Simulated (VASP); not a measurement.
# InPd (Fm-3m) in VASP: single point with r2SCAN

Aim: the single point of InPd with r2SCAN.

All numbers are computed with VASP 6.6.1; they aren't measurements. Logs are shortened: lines on timing, memory, paths and dates and some standing lists are left out, and cuts for length are marked.

### 1 The cell of the first run

The structure is cubic, space group Fm-3m (No. 225). The conventional cell has a = 5.194 Å, b = 5.194 Å, c = 5.194 Å, α = 90.00°, β = 90.00°, γ = 90.00°. In (site symmetry m-3m) has 6 Pd at 2.60 Å within 3.4 Å. Pd (site symmetry m-3m) has 6 In at 2.60 Å within 3.4 Å.

### 2 Single point, r2SCAN

File POSCAR:

```
InPd
1.0
    3.4625288945      0.8656322236      0.8656322236
    0.8656322236      3.4625288945      0.8656322236
    0.8656322236      0.8656322236      3.4625288945
In Pd
1 1
Direct
    0.0000000000      0.0000000000      0.0000000000
    0.5000000000      0.5000000000      0.5000000000
```

File INCAR.step1:

```
PREC = Accurate
ENCUT = 520
ISMEAR = 0
SIGMA = 0.15
LREAL = F
LASPH = T
NELM = 100
NBANDS = 18
GGA = PE
ALGO = Normal
EDIFF = 1E-4
LWAVE = T
LCHARG = F
```

File INCAR.step2:

```
PREC = Accurate
ENCUT = 520
EDIFF = 1E-6
ISMEAR = 0
SIGMA = 0.15
LREAL = F
LASPH = T
NELM = 100
ALGO = Normal
ISIF = 2
LWAVE = F
LCHARG = F
METAGGA = R2SCAN
LMIXTAU = T
NBANDS = 18
ISTART = 1
```

File KPOINTS:

```
regular mesh
0
Gamma
  16 16 16
```

Potentials or basis: VASP PAW PBE potentials, release 64 (In_d, Pd).

The run is started by

```
$ cat potpaw_PBE.64/In_d/POTCAR potpaw_PBE.64/Pd/POTCAR > POTCAR
$ cp INCAR.step1 INCAR
$ mpirun -np 1 vasp_std > vasp.out
$ cp INCAR.step2 INCAR
$ mpirun -np 1 vasp_std > vasp.out
```

OUTCAR:

```text
PREC = Accurate
   ENCUT = 520
   EDIFF = 1E-6
   ISMEAR = 0
   LREAL = F
   LASPH = T
   NELM = 100
   ISIF = 2
   METAGGA = R2SCAN
   ISTART = 1

 ion  position               nearest neighbor table
   1  0.000  0.000  0.000-   2 2.60   2 2.60   2 2.60   2 2.60   2 2.60   2 2.60
   2  0.500  0.500  0.500-   1 2.60   1 2.60   1 2.60   1 2.60   1 2.60   1 2.60

  LATTYP: Found a face centered cubic cell.
 ALAT       =     5.1937933417

  Lattice vectors:

 A1 = (   3.4625288945,   0.8656322236,   0.8656322236)
 A2 = (   0.8656322236,   3.4625288945,   0.8656322236)
 A3 = (   0.8656322236,   0.8656322236,   3.4625288945)

Analysis of symmetry for initial positions (statically):
=====================================================================
 Subroutine PRICEL returns:
 Original cell was already a primitive cell.

 Routine SETGRP: Setting up the symmetry group for a
 face centered cubic supercell.

 Subroutine GETGRP returns: Found 48 space group operations
 (whereof 48 operations were pure point group operations)
 out of a pool of 48 trial point group operations.

The static configuration has the point symmetry O_h .

Analysis of symmetry for dynamics (positions and initial velocities):
=====================================================================
 Subroutine PRICEL returns:
 Original cell was already a primitive cell.

 Routine SETGRP: Setting up the symmetry group for a
 face centered cubic supercell.

 Subroutine GETGRP returns: Found 48 space group operations
 (whereof 48 operations were pure point group operations)
 out of a pool of 48 trial point group operations.

The dynamic configuration has the point symmetry O_h .

 Subroutine INISYM returns: Found 48 space group operations
 (whereof 48 operations are pure point group operations),
 and found     1 'primitive' translations

----------------------------------------------------------------------------------------

                                     Primitive cell

  volume of cell :      35.0263

  direct lattice vectors                    reciprocal lattice vectors
     3.462528895  0.865632224  0.865632224     0.320895838 -0.064179168 -0.064179168
     0.865632224  3.462528895  0.865632224    -0.064179168  0.320895838 -0.064179168
     0.865632224  0.865632224  3.462528895    -0.064179168 -0.064179168  0.320895838

  length of vectors
     3.672566492  3.672566492  3.672566492     0.333484737  0.333484737  0.333484737

  position of ions in fractional coordinates (direct lattice)
     0.000000000  0.000000000  0.000000000
     0.500000000  0.500000000  0.500000000

  ion indices of the primitive-cell ions
   primitive index   ion index
                 1           1
                 2           2

----------------------------------------------------------------------------------------

 KPOINTS: regular mesh

Automatic generation of k-mesh.
 Grid dimensions read from file:
 generate k-points for:   16   16   16

 Generating k-lattice:

  Cartesian coordinates                     Fractional coordinates (reciprocal lattice)
     0.020055990 -0.004011198 -0.004011198     0.062500000 -0.000000000  0.000000000
    -0.004011198  0.020055990 -0.004011198    -0.000000000  0.062500000  0.000000000
    -0.004011198 -0.004011198  0.020055990     0.000000000  0.000000000  0.062500000

  Length of vectors
     0.020842796  0.020842796  0.020842796

  Shift w.r.t. Gamma in fractional coordinates (k-lattice)
     0.000000000  0.000000000  0.000000000

 Subroutine IBZKPT returns following result:
 ===========================================

 Found    145 irreducible k-points:

 Following reciprocal coordinates:
            Coordinates               Weight
  0.000000  0.000000  0.000000      1.000000
  0.062500  0.000000  0.000000      8.000000
  0.125000  0.000000  0.000000      8.000000
  0.187500  0.000000  0.000000      8.000000
  0.250000  0.000000  0.000000      8.000000
  0.312500 -0.000000 -0.000000      8.000000
[... 16 lines left out ...]
 -0.125000  0.062500 -0.000000     24.000000
 -0.062500  0.062500  0.000000     12.000000
 [... further k-points ...]
   k-points           NKPTS =    145   k-points in BZ     NKDIM =    145   number of bands    NBANDS=     18
   number of dos      NEDOS =    301   number of ions     NIONS =      2
   total plane-waves  NPLWV =  21952
   dimension x,y,z NGX =    28 NGY =   28 NGZ =   28
   dimension x,y,z NGXF=    56 NGYF=   56 NGZF=   56
   ions per type =               1   1
   NGX,Y,Z   is equivalent  to a cutoff of  12.67, 12.67, 12.67 a.u.
   NGXF,Y,Z  is equivalent  to a cutoff of  25.35, 25.35, 25.35 a.u.
 SYSTEM =  unknown system
   PREC   = accura    normal or accurate (medium, high low for compatibility)
   ISTART =      1    job   : 0-new  1-cont  2-samecut
   ICHARG =      0    charge: 1-file 2-atom 10-const
   ISPIN  =      1    spin polarized calculation?
   LNONCOLLINEAR =      F non collinear calculations
   LSORBIT =      F    spin-orbit coupling
   LASPH  =      T    aspherical Exc in radial PAW
   ENCUT  =  520.0 eV  38.22 Ry    6.18 a.u.   6.83  6.83  6.83*2*pi/ulx,y,z
   NELM   =    100;   NELMIN=  2; NELMDL=  0     # of ELM steps
   EDIFF  = 0.1E-05   stopping-criterion for ELM
   LREAL  =      F    real-space projection
   EDIFFG = 0.1E-04   stopping-criterion for IOM
   NSW    =      0    number of steps for IOM
   IBRION =     -1    ionic relax: 0-MD 1-quasi-New 2-CG
   NFREE  =      0    steps in history (QN), initial steepest desc. (CG)
   ISIF   =      2    stress and relaxation
   ISYM   =      2    0-nonsym 1-usesym 2-fastsym
   POTIM  = 0.5000    time-step for ionic-motion
   TEBEG  =    0.0;   TEEND  =   0.0 temperature during run
   PSTRESS=    0.0 pullay stress
   NELECT =      23.0000    total number of electrons
   NUPDOWN=      -1.0000    fix difference up-down
   EMIN   =  10.00;   EMAX   =-10.00  energy-range for DOS
   EFERMI =   0.00;   METHOD = LEGACY
   ISMEAR =     0;   SIGMA  =   0.15  broadening in eV -4-tet -1-fermi 0-gaus
   EFERMI_NEDOS =   21; number of points for ismear=-14 and -15
   IALGO  =     38    algorithm
   IMIX   =      4    mixing-type and parameters
     AMIX     =   0.40;   BMIX     =  1.00
     AMIX_MAG =   1.60;   BMIX_MAG =  1.00
  volume/ion in A,a.u.               =      17.51       118.18
  Fermi-wavevector in a.u.,A,eV,Ry     =   1.422938  2.688964 27.548447  2.024754
  Thomas-Fermi vector in A             =   2.543589
   LORBIT       =      0    0 simple, 1 ext, 2 COOP (PROOUT), +10 PAW based schemes
   METAGGA = R2SCAN    functional components
   LHFCALC =     F    Hartree Fock is set to
   AEXX    =    0.0000 exact exchange contribution
   IVDW    =     0    specifies the selected vdW correction
   LEPSILON=     F    determine dielectric tensor
   LRPA    =     F    only Hartree local field effects (RPA)
 non-spin polarized calculation
 Gauss-broadening in eV      SIGMA  =   0.15
  energy-cutoff  :      520.00
  volume of cell :       35.03
 maximum number of plane-waves:       960
   NGX = 13   NGY = 13   NGZ = 13

 number of electron      23.0000006 magnetization

 Free energy of the ion-electron system (eV)
  ---------------------------------------------------
  ext. energy  EPLUGINS =         0.00000000
  ---------------------------------------------------
  free energy    TOTEN  =       -45.88238208 eV

  energy without entropy =      -45.87540433  energy(sigma->0) =      -45.87889321

 E-fermi :  10.6444     XC(G=0): -13.0429

 val. band max:       10.5683260315   @ k =   0.4375   0.1875   0.0625
 cond. band min:      10.6451470545   @ k =  -0.3125   0.3125   0.0000
 fundamental gap:      0.0768210230
 Fermi energy:        10.6444425771

 k-point     1 :       0.0000    0.0000    0.0000
  band No.  band energies     occupation
      1      -5.0825      2.00000
      2      -5.0825      2.00000
      3      -4.8966      2.00000
      4      -4.8966      2.00000
      5      -4.8966      2.00000
      6       0.1325      2.00000
[... 10 lines left out ...]
     17      24.2546      0.00000
     18      24.2547      0.00000

 k-point     2 :       0.0625    0.0000    0.0000
  band No.  band energies     occupation
      1      -5.0756      2.00000
      2      -5.0756      2.00000
      3      -4.8947      2.00000
      4      -4.8905      2.00000
      5      -4.8905      2.00000
      6       0.2103      2.00000
[... 10 lines left out ...]
     17      23.9934      0.00000
     18      23.9935      0.00000

 k-point     3 :       0.1250    0.0000    0.0000
  band No.  band energies     occupation
      1      -5.0565      2.00000
      2      -5.0565      2.00000
      3      -4.8896      2.00000
      4      -4.8726      2.00000
      5      -4.8726      2.00000
      6       0.4428      2.00000
[... 10 lines left out ...]
     17      23.3979      0.00000
     18      23.3979      0.00000

 k-point     4 :       0.1875    0.0000    0.0000
  band No.  band energies     occupation
      1      -5.0289      2.00000
      2      -5.0289      2.00000
      3      -4.8821      2.00000
      4      -4.8441      2.00000
      5      -4.8441      2.00000
      6       0.8270      2.00000
[... 10 lines left out ...]
     17      22.6468      0.00000
     18      22.7796      0.00000

 k-point     5 :       0.2500    0.0000    0.0000
  band No.  band energies     occupation
      1      -4.9982      2.00000
      2      -4.9982      2.00000
      3      -4.8735      2.00000
      4      -4.8077      2.00000
      5      -4.8077      2.00000
      6       1.3564      2.00000
[... 10 lines left out ...]
     17      21.8632      0.00000
     18      22.5739      0.00000

 k-point     6 :       0.3125   -0.0000   -0.0000
  band No.  band energies     occupation
      1      -4.9695      2.00000
      2      -4.9695      2.00000
      3      -4.8651      2.00000
      4      -4.7683      2.00000
      5      -4.7683      2.00000
      6       2.0188      2.00000
[... 307 lines left out ...]
 k-point    21 :      -0.2500    0.0625    0.0000
  band No.  band energies     occupation
      1      -5.0026      2.00000
      2      -4.9705      2.00000
      3      -4.8716      2.00000
      4      -4.8021      2.00000
      5      -4.7813      2.00000
      6       1.6282      2.00000
[... 10 lines left out ...]
     17      21.4390      0.00000
     18      23.7067      0.00000

 k-point    22 :      -0.1875    0.0625    0.0000
  band No.  band energies     occupation
      1      -5.0298      2.00000
      2      -5.0014      2.00000
      3      -4.8820      2.00000
      4      -4.8384      2.00000
      5      -4.8162      2.00000
      6       1.0551      2.00000
[... 10 lines left out ...]
     17      21.7720      0.00000
     18      24.0126      0.00000

 k-point    23 :      -0.1250    0.0625   -0.0000
  band No.  band energies     occupation
      1      -5.0537      2.00000
      2      -5.0332      2.00000
      3      -4.8906      2.00000
      4      -4.8666      2.00000
      5      -4.8480      2.00000
      6       0.6227      2.00000
[... 10 lines left out ...]
     17      22.7016      0.00000
     18      24.2237      0.00000

 k-point    24 :      -0.0625    0.0625    0.0000
  band No.  band energies     occupation
      1      -5.0701      2.00000
      2      -5.0597      2.00000
      3      -4.8950      2.00000
      4      -4.8843      2.00000
      5      -4.8737      2.00000
      6       0.3396      2.00000
[... 10 lines left out ...]
     17      23.5800      0.00000
     18      24.1712      0.00000

 [... further k-points ...]
[... 5 lines left out ...]
  --------------------------------------------------------------------------------------
  -------------------------------------------------------------------------------------
  Total        4.2691438      4.2691438      4.2691438     -0.0000000     -0.0000000     -0.0000000
  in kB      195.2798185    195.2798185    195.2798185     -0.0000000     -0.0000000     -0.0000000
  external PRESSURE =     195.2798185 kB  Pullay stress =       0.0000000 kB

 VOLUME and BASIS-vectors are now :
 -----------------------------------------------------------------------------
  energy-cutoff  :      520.00
  volume of cell :       35.03
      direct lattice vectors                 reciprocal lattice vectors
     3.462528895  0.865632224  0.865632224     0.320895838 -0.064179168 -0.064179168
     0.865632224  3.462528895  0.865632224    -0.064179168  0.320895838 -0.064179168
     0.865632224  0.865632224  3.462528895    -0.064179168 -0.064179168  0.320895838

 POSITION                                       TOTAL-FORCE (eV/Angst)
 -----------------------------------------------------------------------------------
      0.00000      0.00000      0.00000        -0.000000      0.000000      0.000000
      2.59690      2.59690      2.59690         0.000000     -0.000000     -0.000000
 -----------------------------------------------------------------------------------
    total drift:                                0.000000      0.000000      0.000000

  FREE ENERGIE OF THE ION-ELECTRON SYSTEM (eV)
  ---------------------------------------------------
  free  energy   TOTEN  =       -45.8823820841 eV

  energy  without entropy=      -45.8754043266  energy(sigma->0) =      -45.87889321
```

It took 2.9 min on 1 thread of Intel Xeon Platinum 8488C (Sapphire Rapids), shared host; peak memory 0.24 GiB.

Results:

```
Free energy : -45.8824 eV
Pressure    : 19.5 GPa
```

Levels at points of the mesh, in eV from the Fermi level:
```
           k point  band 7  band 8  band 9  band 10  band 11  band 12  band 13  band 14  band 15  band 16
(0.00, 0.00, 0.00)   -3.78   -3.78   -3.78    -3.28    -3.28     6.31     6.31     6.31     9.14    13.61
(0.50, 0.00, 0.00)   -6.02   -4.75   -4.75    -3.31    -3.31    -1.83     8.47     8.73     8.73     8.75
(0.50, 0.50, 0.00)   -4.36   -3.48   -3.03    -3.03    -3.02     0.20     1.37     1.37     6.26     8.77
```

Caveat: the PAW data sets were made with another functional, which shifts forces and pressure a little; spin-orbit coupling is left out, which moves the levels of the heavy elements.
